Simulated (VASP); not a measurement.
Crystal: BN.

```
B N
1.0
     2.49134    0.00000    0.00000
    -1.24567    2.15756    0.00000
     0.00000    0.00000    4.00106
B N
2 2
Direct
  0.00000 0.00000 0.00000
  0.00000 0.00000 0.50000
  0.33333 0.66667 0.25000
  0.66667 0.33333 0.75000
```

Base run:

* Program: VASP 6.6.1
* Functional: r2SCAN
* Potentials or basis: VASP PAW PBE potentials, release 64 (B, N)
* Cutoff: 520 eV
* k mesh: 9 × 9 × 6
* Occupations: gaussian, width 0.01 eV
* Spin: no spin polarisation

Its results: band gap on the k mesh 1.85 eV, indirect (least direct gap 5.67 eV); pressure 0.3 GPa.

Question: The run is repeated on the same cell with these changes: functional from r2SCAN to PBE. What comes out?

Answer: Band gap on the k mesh 1.61 eV, indirect (least direct gap 5.20 eV); pressure 4.5 GPa.

r2SCAN gives the wider gap, since meta-GGAs in the generalised Kohn-Sham scheme recover part of the derivative discontinuity.

Caveats: the PAW data sets were made with another functional, which shifts forces and pressure a little (some runs).

A k mesh can miss the band edges.
